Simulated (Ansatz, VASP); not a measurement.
Be2Os in VASP and in Ansatz

```
CELL_PARAMETERS angstrom
6.82857 0.00000 0.00000
0.00000 3.97065 0.00000
0.00000 0.00000 2.48198
ATOMIC_POSITIONS crystal
Be 0.30811 0.00000 0.50000
Be 0.80811 0.50000 0.00000
Be 0.69189 0.00000 0.50000
Be 0.19189 0.50000 0.00000
Os 0.50000 0.50000 0.50000
Os 0.00000 0.00000 0.00000
```

Alike in both runs: functional PBE; k mesh 4 × 4 × 6; occupations gaussian, width 0.1 eV; no spin polarisation.

Ansatz relaxed the structure, and its values are those at the end. VASP's run is a single point on that final structure, the one shown.

```csv
,VASP,Ansatz
version,VASP 6.6.1,Ansatz 0.2.0
potentials or method,"VASP PAW PBE potentials, release 64 (Be, Os), cutoff 520 eV","scalar-relativistic, plane waves, PAW"
valence electrons in the cell,24,40
```

Ansatz gave:

* gap on the k mesh at the Fermi level (eV): none
* pressure (GPa): 0.0
* rms of the force components (eV/Å): 0.000

**Question.** Estimate VASP's values.

**Answer.** gap on the k mesh at the Fermi level (eV): none; pressure (GPa): 0.1; rms of the force components (eV/Å): 0.005.

A gap of «none» marks a metal or a gap that the smearing closes. The functional is the same, so the differences come from potentials, cutoffs and numerics. VASP's potentials hold 24 valence electrons a cell and Ansatz's 40, so a difference there can come from the potentials and not from the codes.

The k mesh is coarse, so the values compare programs but aren't converged. Spin-orbit coupling is off throughout.
